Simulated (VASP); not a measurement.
A run of VASP 6.6.1 is set up as follows.

INCAR

```
  ALGO = Normal
  EDIFF = 1E-6
  ENCUT = 520
  GGA = RE
  ISIF = 2
  ISMEAR = -1
  LASPH = T
  LCHARG = T
  LELF = T
  LREAL = F
  LVHAR = T
  LWAVE = F
  NBANDS = 30
  NELM = 100
  PREC = Accurate
  SIGMA = 0.1
```

The input KPOINTS:

```
k-points
0
Gamma
  12 12 4
```

The input POSCAR:

```
Sc
1.0
    3.4136017235      0.0000000000      0.0000000000
   -1.7068008617      2.9562658109      0.0000000000
    0.0000000000      0.0000000000     10.9051425556
Sc
4
Direct
    0.0000000000      0.0000000000      1.0000000000
    0.0000000000      0.0000000000      0.5000000000
    0.3333333333      0.6666666667      0.2500000000
    0.6666666667      0.3333333333      0.7500000000
```

Potentials or basis: VASP PAW PBE potentials, release 64 (Sc_sv).

Run with:

```bash
$ cat potpaw_PBE.64/Sc_sv/POTCAR > POTCAR
$ mpirun -np 1 vasp_std > vasp.out
```

(1) Predict the band gap on the k mesh.

(2) Predict the pressure.

Answers

(1) zero (band 22 reaches 3.94 eV, above the bottom of band 23 at 2.92 eV).

(2) -3.4 GPa.

Caveat: the PAW data sets were made with another functional, which shifts forces and pressure a little.
